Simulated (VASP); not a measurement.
# Ge (I4_1/amd) in VASP: single point with PBE

Aim: the single point of Ge with PBE.

All numbers are computed with VASP 6.6.1; they aren't measurements. Logs are shortened: lines on timing, memory, paths and dates and some standing lists are left out, and cuts for length are marked.

**1. The cell of the first run**

The structure is tetragonal, space group I4_1/amd (No. 141). Conventional cell: a = 5.201 Å, b = 5.201 Å, c = 2.856 Å, α = 90.00°, β = 90.00°, γ = 90.00°. Within 3.6 Å of Ge (site symmetry -4m2) lie 10 Ge at 2.70 to 3.37 Å.

**2. Single point, PBE**

POSCAR reads:

```
Ge
1.0
   -2.6003962924      2.6003962924      1.4278693722
    2.6003962924     -2.6003962924      1.4278693722
    2.6003962924      2.6003962924     -1.4278693722
Ge
2
Direct
   -0.3750000000     -0.1250000000     -0.2500000000
    0.3750000000      0.1250000000      0.2500000000
```

INCAR.step1 reads:

```
SYSTEM = Ge
ALGO = Normal
EDIFF = 1E-6
ENCUT = 520
GGA = PE
ISIF = 2
ISMEAR = -1
LASPH = .True.
LCHARG = .True.
LREAL = .False.
LWAVE = .False.
NBANDS = 21
NELM = 100
PREC = Accurate
SIGMA = 0.1
```

KPOINTS.step1 reads:

```
k-points
0
Gamma
  17 17 17
  0 0 0
```

INCAR.step2 reads:

```
SYSTEM = Ge
ALGO = Normal
EDIFF = 1E-6
ENCUT = 520
GGA = PE
ICHARG = 11
ISIF = 2
ISMEAR = -5
LASPH = .True.
LCHARG = .False.
LORBIT = 10
LREAL = .False.
LWAVE = .False.
NEDOS = 2001
NELM = 100
PREC = Accurate
SIGMA = 0.1
```

KPOINTS.step2 reads:

```
k-points
0
Gamma
  26 26 26
  0 0 0
```

Potentials or basis: VASP PAW PBE potentials, release 64 (Ge_d).

Run with:

```console
$ cat potpaw_PBE.64/Ge_d/POTCAR > POTCAR
$ cp INCAR.step1 INCAR
$ cp KPOINTS.step1 KPOINTS
$ mpirun -np 1 vasp_std > vasp.out
$ cp INCAR.step2 INCAR
$ cp KPOINTS.step2 KPOINTS
$ mpirun -np 1 vasp_std > vasp.out
```

OUTCAR:

```text
SYSTEM = Ge
   EDIFF = 1E-6
   ENCUT = 520
   GGA = PE
   ICHARG = 11
   ISIF = 2
   ISMEAR = -5
   LASPH = .True.
   LORBIT = 10
   LREAL = .False.
   NELM = 100
   PREC = Accurate

 ion  position               nearest neighbor table
   1  0.625  0.875  0.750-   2 2.70   2 2.70   2 2.70   2 2.70
   2  0.375  0.125  0.250-   1 2.70   1 2.70   1 2.70   1 2.70

  LATTYP: Found a body centered tetragonal cell.
 ALAT       =     5.2007925848
 C/A-ratio  =     0.5490968343

  Lattice vectors:

 A1 = (  -2.6003962924,   2.6003962924,   1.4278693722)
 A2 = (   2.6003962924,  -2.6003962924,   1.4278693722)
 A3 = (   2.6003962924,   2.6003962924,  -1.4278693722)

Analysis of symmetry for initial positions (statically):
=====================================================================
 Subroutine PRICEL returns:
 Original cell was already a primitive cell.

 Routine SETGRP: Setting up the symmetry group for a
 body centered tetragonal supercell.

 Subroutine GETGRP returns: Found 16 space group operations
 (whereof  4 operations were pure point group operations)
 out of a pool of 16 trial point group operations.

The static configuration has the point symmetry C_2h.
 The point group associated with its full space group is D_4h.

Analysis of symmetry for dynamics (positions and initial velocities):
=====================================================================
 Subroutine PRICEL returns:
 Original cell was already a primitive cell.

 Routine SETGRP: Setting up the symmetry group for a
 body centered tetragonal supercell.

 Subroutine GETGRP returns: Found 16 space group operations
 (whereof  4 operations were pure point group operations)
 out of a pool of 16 trial point group operations.

The dynamic configuration has the point symmetry C_2h.
 The point group associated with its full space group is D_4h.

 Subroutine INISYM returns: Found 16 space group operations
 (whereof  4 operations are pure point group operations),
 and found     1 'primitive' translations

----------------------------------------------------------------------------------------

                                     Primitive cell

  volume of cell :      38.6214

  direct lattice vectors                    reciprocal lattice vectors
    -2.600396292  2.600396292  1.427869372     0.000000000  0.192278385  0.350172088
     2.600396292 -2.600396292  1.427869372     0.192278385  0.000000000  0.350172088
     2.600396292  2.600396292 -1.427869372     0.192278385  0.192278385  0.000000000

[... 91 lines left out ...]
   ISIF   =      2    stress and relaxation
   ISYM   =      2    0-nonsym 1-usesym 2-fastsym
   POTIM  = 0.5000    time-step for ionic-motion
   TEBEG  =    0.0;   TEEND  =   0.0 temperature during run
   PSTRESS=    0.0 pullay stress
   NELECT =      28.0000    total number of electrons
   NUPDOWN=      -1.0000    fix difference up-down
   EMIN   =  10.00;   EMAX   =-10.00  energy-range for DOS
   EFERMI =   0.00;   METHOD = LEGACY
   ISMEAR =    -5;   SIGMA  =   0.10  broadening in eV -4-tet -1-fermi 0-gaus
   EFERMI_NEDOS =   21; number of points for ismear=-14 and -15
   IALGO  =     38    algorithm
   IMIX   =      4    mixing-type and parameters
     AMIX     =   0.40;   BMIX     =  1.00
     AMIX_MAG =   1.60;   BMIX_MAG =  1.00
  volume/ion in A,a.u.               =      19.31       130.31
  Fermi-wavevector in a.u.,A,eV,Ry     =   1.470680  2.779183 29.428055  2.162901
  Thomas-Fermi vector in A             =   2.585908
   LORBIT       =     10    0 simple, 1 ext, 2 COOP (PROOUT), +10 PAW based schemes
   GGA     = PE    functional components
   LHFCALC =     F    Hartree Fock is set to
   AEXX    =    0.0000 exact exchange contribution
   IVDW    =     0    specifies the selected vdW correction
   LEPSILON=     F    determine dielectric tensor
   LRPA    =     F    only Hartree local field effects (RPA)
 non-spin polarized calculation
 Fermi weights with tetrahedron method with Bloechl corrections
  energy-cutoff  :      520.00
  volume of cell :       38.62
 maximum number of plane-waves:      1065
 NGX is ok and might be reduce to    30

 number of electron      28.0000027 magnetization

 Free energy of the ion-electron system (eV)
  ---------------------------------------------------
  ext. energy  EPLUGINS =         0.00000000
  ---------------------------------------------------
  free energy    TOTEN  =        -8.57525575 eV

  energy without entropy =       -8.57525575  energy(sigma->0) =       -8.57525575

 E-fermi :   6.3366     XC(G=0): -11.1111

 val. band max:        6.3824192945   @ k =   0.3846   0.3462   0.0385
 cond. band min:       6.2691888214   @ k =  -0.3077   0.1538   0.0769
 fundamental gap:     -0.1132304732
 Fermi energy:         6.3366461644

 k-point     1 :       0.0000    0.0000    0.0000
  band No.  band energies     occupation
      1     -18.3737      2.00000
      2     -18.3307      2.00000
      3     -18.3031      2.00000
      4     -18.3006      2.00000
      5     -18.2147      2.00000
      6     -18.2147      2.00000
[... 481 lines left out ...]
      5     -18.2436      2.00000
      6     -18.2389      2.00000
[... 10 lines left out ...]
     17       9.5558      0.00000
     18      11.4714      0.00000

 [... further k-points ...]

------------------------ aborting loop because EDIFF is reached ----------------------------------------

  FORCE on cell =-STRESS in cart. coord.  units (eV):
  Direction    XX          YY          ZZ          XY          YZ          ZX
  --------------------------------------------------------------------------------------
  -------------------------------------------------------------------------------------
  Total       -0.0960519     -0.0960519      0.0114723      0.0000000     -0.0000000     -0.0000000
  in kB       -3.9846407     -3.9846407      0.4759189      0.0000000     -0.0000000     -0.0000000
  external PRESSURE =      -2.4977875 kB  Pullay stress =       0.0000000 kB

 VOLUME and BASIS-vectors are now :
 -----------------------------------------------------------------------------
  energy-cutoff  :      520.00
  volume of cell :       38.62
      direct lattice vectors                 reciprocal lattice vectors
    -2.600396292  2.600396292  1.427869372     0.000000000  0.192278385  0.350172088
     2.600396292 -2.600396292  1.427869372     0.192278385  0.000000000  0.350172088
     2.600396292  2.600396292 -1.427869372     0.192278385  0.192278385  0.000000000

 POSITION                                       TOTAL-FORCE (eV/Angst)
 -----------------------------------------------------------------------------------
      2.60040      1.30020      1.07090         0.000000     -0.000000     -0.000000
      0.00000      1.30020      0.35697        -0.000000      0.000000      0.000000
 -----------------------------------------------------------------------------------
    total drift:                                0.000000     -0.000000      0.000000

  FREE ENERGIE OF THE ION-ELECTRON SYSTEM (eV)
  ---------------------------------------------------
  free  energy   TOTEN  =        -8.5752557459 eV

  energy  without entropy=       -8.5752557459  energy(sigma->0) =       -8.57525575

 total charge

# of ion       s       p       d       tot
------------------------------------------
    1        1.211   1.005  10.020  12.236
    2        1.211   1.005  10.020  12.236
--------------------------------------------------
tot          2.422   2.009  20.040  24.471
```

Wall time 6.2 min (1 thread of Intel Xeon 6975P-C (Granite Rapids), shared host); peak memory 0.9 GiB.

What came out:

- Valence electrons inside the program's atomic spheres: Ge 12.24
